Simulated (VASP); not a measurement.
Input of a VASP 6.6.1 run:

The input POSCAR:

```
Ce
1.0
    0.0000000000      2.3390384114      2.3390384114
    2.3390384114      0.0000000000      2.3390384114
    2.3390384114      2.3390384114      0.0000000000
Ce
1
Direct
    0.0000000000      0.0000000000      0.0000000000
```

Contents of INCAR.step1:

```
ALGO     = Normal         # electronic algorithm
EDIFF    = 1E-4           # SCF threshold, eV
ENCUT    = 520            # plane-wave cutoff, eV
GGA      = PE             # functional
ISMEAR   = 1              # smearing method
LASPH    = True           # aspherical terms in the spheres
LCHARG   = False          # write CHGCAR
LREAL    = False          # projectors in reciprocal space
LWAVE    = True           # write WAVECAR
NBANDS   = 12             # bands
NELM     = 80             # most SCF steps
PREC     = Accurate       # precision mode
SIGMA    = 0.6            # smearing width, eV
```

The input INCAR.step2:

```
ALGO     = Normal         # electronic algorithm
EDIFF    = 1E-6           # SCF threshold, eV
ENCUT    = 520            # plane-wave cutoff, eV
ISIF     = 2              # what is computed and relaxed
ISMEAR   = 1              # smearing method
ISTART   = 1            
LASPH    = True           # aspherical terms in the spheres
LCHARG   = False          # write CHGCAR
LMIXTAU  = True         
LREAL    = False          # projectors in reciprocal space
LWAVE    = False          # write WAVECAR
METAGGA  = R2SCAN         # meta-GGA
NBANDS   = 12             # bands
NELM     = 80             # most SCF steps
PREC     = Accurate       # precision mode
SIGMA    = 0.6            # smearing width, eV
```

The input KPOINTS:

```
k-points
0
Gamma
  12 12 12
```

Potentials or basis: VASP PAW PBE potentials, release 64 (Ce).

Run with:

```console
$ cat potpaw_PBE.64/Ce/POTCAR > POTCAR
$ cp INCAR.step1 INCAR
$ mpirun -np 1 vasp_std > vasp.out
$ cp INCAR.step2 INCAR
$ mpirun -np 1 vasp_std > vasp.out
```

Task: What does it give for the band gap on the k mesh?

Result: Zero (bands 6 and 7 overlap by 0.47 eV).

Task: Predict the pressure.

Result: -1.7 GPa.

Caveat: so wide a smearing shifts energies and pressures; the PAW data sets were made with another functional, which shifts forces and pressure a little; spin-orbit coupling is left out, which moves the levels of the heavy elements; semilocal functionals describe open f shells poorly, which spoils levels, moments and volumes. Spin polarisation is off, so any magnetic state and its effect on volume and gap are missing.
